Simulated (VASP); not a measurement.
# AlTc12 in VASP: single point with PBE

Aim: the single point of AlTc12 with PBE.

Program: VASP 6.6.1. These are calculated values, not measurements. Logs are shortened: lines on timing, memory, paths and dates and some standing lists are left out, and cuts for length are marked.

## (1) The cell of the first run

The cell holds a slab with vacuum, 13 atoms: a = 5.480 Å, b = 5.480 Å, c = 15.395 Å, α = 90.00°, β = 90.00°, γ = 60.00°.

## (2) Single point, PBE

File INCAR:

```
ALGO     = Normal         # electronic algorithm
EDIFF    = 1E-7           # SCF threshold, eV
ENCUT    = 520            # plane-wave cutoff, eV
GGA      = PE             # functional
ISIF     = 2              # what is computed and relaxed
ISMEAR   = 0              # smearing method
LASPH    = True           # aspherical terms in the spheres
LCHARG   = False          # write CHGCAR
LREAL    = False          # projectors in reciprocal space
LWAVE    = False          # write WAVECAR
NBANDS   = 92             # bands
NELM     = 100            # most SCF steps
PREC     = Accurate       # precision mode
SIGMA    = 0.1            # smearing width, eV
```

File KPOINTS:

```
k-points
0
Gamma
  4 4 1
```

File POSCAR:

```
AlTc12
1.0
    5.4800000000      0.0000000000      0.0000000000
    2.7400000000      4.7458190000      0.0000000000
    0.0000000000      0.0000000000     15.3949600000
Tc Al
12 1
Direct
    0.0000000000      0.0000000000      0.0649563234
    0.5000000000      0.0000000000      0.0649563234
   -0.0000000527      0.5000001054      0.0649563234
    0.4999999473      0.5000001054      0.0649563234
   -0.1672537146      0.3253771372      0.2007407619
    0.3405857011      0.3208632693      0.1958470824
   -0.1646223234      0.8344804132      0.2059889730
    0.3374230379      0.8350291067      0.2013875320
   -0.2896337176      0.5360729096      0.4446983948
    0.5563487984      0.0168870747      0.3556247629
    0.0243006291      0.4340388877      0.3396649293
    0.4167976061      0.5450266856      0.3395310543
    0.1214483021      1.0029387973      0.4281234248
```

Potentials or basis: VASP PAW PBE potentials, release 64 (Tc_pv, Al).

On the command line:

```
> cat potpaw_PBE.64/Tc_pv/POTCAR potpaw_PBE.64/Al/POTCAR > POTCAR
> mpirun -np 1 vasp_std > vasp.out
```

OUTCAR:

```text
EDIFF = 1E-7
   ENCUT = 520
   GGA = PE
   ISIF = 2
   ISMEAR = 0
   LASPH = True
   LREAL = False
   NELM = 100
   PREC = Accurate

 ion  position               nearest neighbor table
   1  0.000  0.000  0.065-   5 2.60   8 2.64   7 2.68   4 2.74   3 2.74   2 2.74   2 2.74   3 2.74
                             4 2.74
   2  0.500  0.000  0.065-   6 2.53   8 2.61   7 2.69   3 2.74   4 2.74   1 2.74   1 2.74   4 2.74
                             3 2.74
   3  1.000  0.500  0.065-   6 2.58   5 2.65   7 2.69   2 2.74   1 2.74   4 2.74   4 2.74   1 2.74
                             2 2.74
   4  0.500  0.500  0.065-   6 2.58   5 2.62   8 2.63   1 2.74   2 2.74   3 2.74   3 2.74   2 2.74
                             1 2.74
   5  0.833  0.325  0.201-  11 2.58   1 2.60   4 2.62   3 2.65   7 2.68   6 2.71   8 2.73   8 2.75
                             6 2.77   7 2.80  12 2.91
   6  0.341  0.321  0.196-   2 2.53   4 2.58   3 2.58  12 2.66   8 2.67  11 2.69   7 2.69   5 2.71
                             5 2.77   7 2.80   8 2.81  10 2.87
   7  0.835  0.834  0.206-  10 2.67   1 2.68   5 2.68   3 2.69   2 2.69   6 2.69   8 2.73   8 2.75
                             6 2.80   5 2.80  11 2.80
   8  0.337  0.835  0.201-  12 2.56   2 2.61   4 2.63   1 2.64   6 2.67   5 2.73   7 2.73   7 2.75
                             5 2.75   6 2.81  10 3.04
   9  0.710  0.536  0.445-  11 2.22  12 2.27  13 2.66  10 2.70  13 2.96
  10  0.556  0.017  0.356-  12 2.61  13 2.67   7 2.67  11 2.67   9 2.70   6 2.87  11 2.94   8 3.04
                            12 3.05  13 3.26
  11  0.024  0.434  0.340-   9 2.22  12 2.51  13 2.54   5 2.58  10 2.67   6 2.69   7 2.80  10 2.94
                            12 3.07
  12  0.417  0.545  0.340-   9 2.27  11 2.51   8 2.56  13 2.59  10 2.61   6 2.66   5 2.91  10 3.05
                            11 3.07
  13  0.121  0.003  0.428-  11 2.54  12 2.59   9 2.66  10 2.67   9 2.96  10 3.26

  LATTYP: Found a hexagonal cell.
 ALAT       =     5.4799998158
 C/A-ratio  =     2.8092993645

  Lattice vectors:

 A1 = (  -2.7400000000,  -4.7458190000,   0.0000000000)
 A2 = (   5.4800000000,   0.0000000000,   0.0000000000)
 A3 = (   0.0000000000,   0.0000000000,  15.3949600000)

Analysis of symmetry for initial positions (statically):
=====================================================================
 Subroutine PRICEL returns:
 Original cell was already a primitive cell.

 Routine SETGRP: Setting up the symmetry group for a
 hexagonal supercell.

 Subroutine GETGRP returns: Found  1 space group operations
 (whereof  1 operations were pure point group operations)
 out of a pool of 24 trial point group operations.

The static configuration has the point symmetry C_1 .

Analysis of symmetry for dynamics (positions and initial velocities):
[... 137 lines left out ...]
     AMIX     =   0.40;   BMIX     =  1.00
     AMIX_MAG =   1.60;   BMIX_MAG =  1.00
  volume/ion in A,a.u.               =      30.80       207.84
  Fermi-wavevector in a.u.,A,eV,Ry     =   1.203327  2.273959 19.701190  1.447997
  Thomas-Fermi vector in A             =   2.339084
   LORBIT       =      0    0 simple, 1 ext, 2 COOP (PROOUT), +10 PAW based schemes
   GGA     = PE    functional components
   LHFCALC =     F    Hartree Fock is set to
   AEXX    =    0.0000 exact exchange contribution
   IVDW    =     0    specifies the selected vdW correction
   LEPSILON=     F    determine dielectric tensor
   LRPA    =     F    only Hartree local field effects (RPA)
 non-spin polarized calculation
 Gauss-broadening in eV      SIGMA  =   0.10
  energy-cutoff  :      520.00
  volume of cell :      400.38
 maximum number of plane-waves:     10804
 NGX is ok and might be reduce to    42
   NGX = 21   NGY = 21   NGZ = 57

 number of electron     159.0000015 magnetization

 Free energy of the ion-electron system (eV)
  ---------------------------------------------------
  ext. energy  EPLUGINS =         0.00000000
  ---------------------------------------------------
  free energy    TOTEN  =      -118.48770306 eV

  energy without entropy =     -118.41934161  energy(sigma->0) =     -118.45352233

 E-fermi :   3.5905     XC(G=0):  -7.7058

 val. band max:        3.5807976146   @ k =   0.2500   0.2500   0.0000
 cond. band min:       3.5980234644   @ k =   0.5000   0.5000   0.0000
 fundamental gap:      0.0172258498
 Fermi energy:         3.5905420616

 k-point     1 :       0.0000    0.0000    0.0000
  band No.  band energies     occupation
      1     -36.6622      2.00000
      2     -36.3007      2.00000
      3     -35.9642      2.00000
      4     -35.8877      2.00000
      5     -35.8752      2.00000
      6     -35.8276      2.00000
[... 929 lines left out ...]
     90       4.8620      0.00000
     91       5.0320      0.00000
 [bands above 91 left out]

------------------------ aborting loop because EDIFF is reached ----------------------------------------

  FORCE on cell =-STRESS in cart. coord.  units (eV):
  Direction    XX          YY          ZZ          XY          YZ          ZX
  --------------------------------------------------------------------------------------
  -------------------------------------------------------------------------------------
  Total       -4.4853389     -6.7415820     -0.0351288      0.3540961      1.3508909     -1.8085463
  in kB      -17.9488053    -26.9775252     -0.1405737      1.4169725      5.4058073     -7.2371891
  external PRESSURE =     -15.0223014 kB  Pullay stress =       0.0000000 kB

 VOLUME and BASIS-vectors are now :
 -----------------------------------------------------------------------------
  energy-cutoff  :      520.00
  volume of cell :      400.38
      direct lattice vectors                 reciprocal lattice vectors
     5.480000000  0.000000000  0.000000000     0.182481752 -0.105355893  0.000000000
     2.740000000  4.745819000  0.000000000     0.000000000  0.210711787  0.000000000
     0.000000000  0.000000000 15.394960000     0.000000000  0.000000000  0.064956323

 POSITION                                       TOTAL-FORCE (eV/Angst)
 -----------------------------------------------------------------------------------
      0.00000      0.00000      1.00000         0.015033     -0.202635      0.382192
      2.74000      0.00000      1.00000         0.406638     -0.261906      0.432135
      6.85000      2.37291      1.00000        -0.152151     -0.125075      0.671671
      4.11000      2.37291      1.00000        -0.114895      0.108515      0.337694
      5.45498      1.54418      3.09040        -0.095739      0.125359     -0.499765
      2.74557      1.52276      3.01506         0.027046     -0.014198     -0.887463
      6.86435      3.96029      3.17119         0.050135      0.075197     -0.458716
      4.13706      3.96290      3.10035        -0.048802      0.231420     -0.457586
      5.36165      2.54410      6.84611        -0.481380      0.579983      1.723267
      3.09506      0.08014      5.47483         0.539615      0.386686     -0.353230
      1.32243      2.05987      5.22913         0.611509     -0.250480     -0.756052
      3.77742      2.58660      5.22707        -0.276112     -0.041138     -0.310764
      0.67359      0.01395      6.59094        -0.480896     -0.611730      0.176618
 -----------------------------------------------------------------------------------
    total drift:                               -0.000200     -0.000365     -0.000674

  FREE ENERGIE OF THE ION-ELECTRON SYSTEM (eV)
  ---------------------------------------------------
  free  energy   TOTEN  =      -118.4877030625 eV

  energy  without entropy=     -118.4193416054  energy(sigma->0) =     -118.45352233
```

OSZICAR:

```text
N       E                     dE             d eps       ncg     rms          rms(c)
DAV:   1     0.206759907613E+04    0.20676E+04   -0.94237E+04  2296   0.161E+03
DAV:   2    -0.247278036153E+02   -0.20923E+04   -0.20423E+04  1968   0.462E+02
DAV:   3    -0.123520396464E+03   -0.98793E+02   -0.95042E+02  2688   0.976E+01
[... 22 lines left out ...]
DAV:  26    -0.118487701633E+03   -0.22214E-05   -0.26161E-06  2168   0.812E-03    0.315E-03
DAV:  27    -0.118487702561E+03   -0.92788E-06   -0.10650E-06  2032   0.553E-03    0.113E-03
DAV:  28    -0.118487702890E+03   -0.32899E-06   -0.23375E-07  1464   0.259E-03    0.916E-04
DAV:  29    -0.118487702994E+03   -0.10400E-06   -0.60007E-08  1144   0.171E-03    0.375E-04
DAV:  30    -0.118487703062E+03   -0.68299E-07   -0.36787E-08  1128   0.798E-04
   1 F= -.11848770E+03 E0= -.11845352E+03  d E =-.683615E-01
```

Wall time 32 min (1 thread of Intel Xeon Platinum 8259CL at 2.50GHz (Skylake/Cascade Lake), shared host); peak memory 0.6 GiB.

Results:

```yaml
Free_energy: -118.4877 eV
Largest_force: 1.881 eV/Å
Band_gap_on_the_k_mesh: zero (an odd number of electrons rules out a gap without spin polarisation)
```

Forces in eV/Å, atoms in the order of the input:
```
Tc   0.015 -0.203  0.382
Tc   0.407 -0.262  0.432
Tc  -0.152 -0.125  0.672
Tc  -0.115  0.109  0.338
Tc  -0.096  0.125 -0.500
Tc   0.027 -0.014 -0.887
Tc   0.050  0.075 -0.459
Tc  -0.049  0.231 -0.458
Tc  -0.481  0.580  1.723
Tc   0.540  0.387 -0.353
Tc   0.612 -0.250 -0.756
Tc  -0.276 -0.041 -0.311
Al  -0.481 -0.612  0.177
```

Caveat: there is no dipole correction, which matters where the two faces differ.
